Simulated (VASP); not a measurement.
# BN (I-4m2) in VASP: notebook, part 2 of 3

VASP 6.6.1.

## 3. Single point, PBE

This run uses another cell than the first one, of 5.80 Å³/atom, 1.056 times its volume.

Contents of INCAR:

```
PREC = Accurate
ENCUT = 520
EDIFF = 1E-6
ISMEAR = 0
SIGMA = 0.05
LREAL = F
LASPH = T
NELM = 80
ALGO = Normal
ISIF = 2
LWAVE = F
LCHARG = T
GGA = PE
LELF = T
LVHAR = T
NBANDS = 16
```

Contents of KPOINTS:

```
Automatic mesh
0
Gamma
  6 6 6
```

Contents of POSCAR:

```
BN
1.0
    0.0000000000     -1.8123937734     -1.7882889362
   -1.7882889362      0.0000000000     -1.7882889362
    1.7882889362      1.8123937734     -3.5765778724
B N
2 2
Direct
    0.0000000000      0.0000000000      0.0000000000
    0.5000000000      0.5000000000      0.5000000000
    0.3750000000      0.3750000000      0.8750000000
    0.8750000000      0.8750000000      0.3750000000
```

Potentials or basis: VASP PAW PBE potentials, release 64 (B, N).

Started as:

```sh
$ cat potpaw_PBE.64/B/POTCAR potpaw_PBE.64/N/POTCAR > POTCAR
$ mpirun -np 1 vasp_std > vasp.out
```

OUTCAR:

```text
PREC = Accurate
   ENCUT = 520
   EDIFF = 1E-6
   ISMEAR = 0
   LREAL = F
   LASPH = T
   NELM = 80
   ISIF = 2
   GGA = PE

 ion  position               nearest neighbor table
   1  0.000  0.000  0.000-   3 1.56   3 1.56   3 1.56   4 1.56
   2  0.500  0.500  0.500-   4 1.56   4 1.56   3 1.56   4 1.56
   3  0.375  0.375  0.875-   1 1.56   1 1.56   1 1.56   2 1.56
   4  0.875  0.875  0.375-   2 1.56   2 1.56   1 1.56   2 1.56

  LATTYP: Found a base centered monoclinic cell.
 ALAT       =     4.4198460831
 B/A-ratio  =     0.5721969543
 C/A-ratio  =     1.0000000000
 COS(beta)  =    -0.3451812911

  Lattice vectors:

 A1 = (   1.7882889362,  -1.8123937734,   0.0000000000)
 A2 = (   0.0000000000,  -1.8123937734,  -1.7882889362)
 A3 = (   1.7882889362,   3.6247875468,  -1.7882889362)

Analysis of symmetry for initial positions (statically):
=====================================================================
 Subroutine PRICEL returns following result:

[... 186 lines left out ...]
  ext. energy  EPLUGINS =         0.00000000
  ---------------------------------------------------
  free energy    TOTEN  =       -34.87036768 eV

  energy without entropy =      -34.87036768  energy(sigma->0) =      -34.87036768

 E-fermi :   8.0021     XC(G=0): -12.9143

 val. band max:        7.6819185884   @ k =   0.0000   0.0000   0.0000
 cond. band min:      12.0366566660   @ k =   0.5000   0.5000   0.0000
 fundamental gap:      4.3547380776
 Fermi energy:         8.0020775737

 k-point     1 :       0.0000    0.0000    0.0000
  band No.  band energies     occupation
      1     -12.8088      2.00000
      2      -8.5011      2.00000
      3      -3.2266      2.00000
      4       5.5552      2.00000
      5       5.7664      2.00000
      6       7.5450      2.00000
[... 433 lines left out ...]
      3      -2.2254      2.00000
      4      -0.6564      2.00000
      5       1.6097      2.00000
      6       3.3562      2.00000
[... 8 lines left out ...]
     15      24.0899      0.00000
     16      24.1962      0.00000

 [... further k-points ...]
[... 5 lines left out ...]
  --------------------------------------------------------------------------------------
  -------------------------------------------------------------------------------------
  Total        1.9700412      0.7348190      1.9700412     -0.0057956      0.0057957      0.0061156
  in kB      136.1438264     50.7812095    136.1438264     -0.4005201      0.4005216      0.4226337
  external PRESSURE =     107.6896208 kB  Pullay stress =       0.0000000 kB

 VOLUME and BASIS-vectors are now :
 -----------------------------------------------------------------------------
  energy-cutoff  :      520.00
  volume of cell :       23.18
      direct lattice vectors                 reciprocal lattice vectors
     0.000000000 -1.812393773 -1.788288936     0.139798438 -0.413817356 -0.139798438
    -1.788288936  0.000000000 -1.788288936    -0.419395314  0.137939119 -0.139798438
     1.788288936  1.812393773 -3.576577872     0.139798438  0.137939119 -0.139798438

 POSITION                                       TOTAL-FORCE (eV/Angst)
 -----------------------------------------------------------------------------------
      0.00000      0.00000      0.00000        -0.001964     -0.002041      0.001964
      0.00000      0.00000     -3.57658        -0.001964     -0.002041      0.001964
      0.89414      0.90620     -4.47072         0.001964      0.002041     -0.001964
     -0.89414     -0.90620     -4.47072         0.001964      0.002041     -0.001964
 -----------------------------------------------------------------------------------
    total drift:                               -0.000008     -0.000023      0.000007

  FREE ENERGIE OF THE ION-ELECTRON SYSTEM (eV)
  ---------------------------------------------------
  free  energy   TOTEN  =       -34.8703676761 eV

  energy  without entropy=      -34.8703676761  energy(sigma->0) =      -34.87036768
```

Run time: 10 s. Hardware: 1 thread of Intel Xeon 6975P-C (Granite Rapids), shared host; peak memory 0.14 GiB.

Results:

* Free energy: -34.8704 eV
* Pressure: 10.8 GPa
* Largest force: 0.003 eV/Å
* Band gap on the k mesh: 4.35 eV

Forces in eV/Å, atoms in the order of the input:
```
B   -0.002 -0.002  0.002
B   -0.002 -0.002  0.002
N    0.002  0.002 -0.002
N    0.002  0.002 -0.002
```

Stress tensor (GPa, compression positive):
```
13.61 -0.04  0.04
-0.04  5.08  0.04
 0.04  0.04 13.61
```

Levels at points of the mesh, in eV from the valence-band top:
| k point | band 6 | band 7 | band 8 | band 9 | band 10 | band 11 |
| --- | --- | --- | --- | --- | --- | --- |
| (0.00, 0.00, 0.00) | -0.14 | 0.00 | 0.00 | 8.83 | 8.83 | 8.93 |
| (0.50, 0.00, 0.00) | -5.38 | -3.65 | -3.65 | 7.72 | 7.72 | 13.40 |
| (0.00, 0.50, 0.00) | -5.22 | -3.83 | -3.83 | 7.49 | 7.49 | 13.13 |
| (0.50, 0.50, 0.00) | -5.10 | -2.13 | -1.92 | 4.35 | 9.19 | 10.22 |
| (0.00, 0.00, 0.50) | -1.27 | -1.12 | -1.12 | 9.76 | 9.76 | 10.42 |
| (0.50, 0.00, 0.50) | -4.92 | -2.13 | -1.92 | 4.59 | 9.50 | 10.22 |

Caveat: the k points lie up to 0.48 Å⁻¹ apart. A k mesh can miss the band edges.

## 4. Single point, PBE

This run uses another cell than the first one, of 5.64 Å³/atom, 1.028 times its volume.

Contents of INCAR:

```
SYSTEM = BN
PREC = Accurate ; ENCUT = 520
EDIFF = 1E-6 ; ISMEAR = 0
SIGMA = 0.05 ; LREAL = .False.
LASPH = .True. ; NELM = 100
ALGO = Normal ; ISIF = 2
LWAVE = .False. ; LCHARG = .False.
GGA = PE ; NBANDS = 16
```

Contents of KPOINTS:

```
Automatic mesh
0
Gamma
  6 6 6
  0 0 0
```

Contents of POSCAR:

```
BN
1.0
    0.0000000000     -1.8123937734     -1.7640028597
   -1.7640028597      0.0000000000     -1.7640028597
    1.7640028597      1.8123937734     -3.5280057193
B N
2 2
Direct
    0.0000000000      0.0000000000      0.0000000000
    0.5000000000      0.5000000000      0.5000000000
    0.3750000000      0.3750000000      0.8750000000
    0.8750000000      0.8750000000      0.3750000000
```

Started as:

```sh
$ cat potpaw_PBE.64/B/POTCAR potpaw_PBE.64/N/POTCAR > POTCAR
$ mpirun -np 1 vasp_std > vasp.out
```

Run time: 9.3 s. Hardware: 1 thread of Intel Xeon 6975P-C (Granite Rapids), shared host; peak memory 0.14 GiB.

It converged, with:

| Item | Value |
| --- | --- |
| Free energy | -34.7876 eV |
| Pressure | 22.6 GPa |
| Largest force | 0.004 eV/Å |
| Band gap on the k mesh | 4.25 eV |

Forces in eV/Å, atoms in the order of the input:
```
B   -0.002 -0.002  0.002
B   -0.002 -0.002  0.002
N    0.002  0.002 -0.002
N    0.002  0.002 -0.002
```

Stress tensor (GPa, compression positive):
```
28.62 -0.04  0.05
-0.04 10.57  0.04
 0.05  0.04 28.62
```

Levels at points of the mesh, in eV from the valence-band top:
```tsv
k point	band 6	band 7	band 8	band 9	band 10	band 11
(0.00, 0.00, 0.00)	-0.29	0.00	0.00	8.88	8.88	9.08
(0.50, 0.00, 0.00)	-5.66	-3.68	-3.68	7.93	7.93	13.78
(0.00, 0.50, 0.00)	-5.34	-4.04	-4.04	7.47	7.47	13.21
(0.50, 0.50, 0.00)	-5.35	-2.35	-1.90	4.25	9.18	10.18
(0.00, 0.00, 0.50)	-1.44	-1.11	-1.11	9.86	9.86	10.55
(0.50, 0.00, 0.50)	-4.97	-2.35	-1.90	4.75	9.83	10.18
```

Caveat: the k points lie up to 0.49 Å⁻¹ apart. A k mesh can miss the band edges.

(Continued in part 3 of 3.)
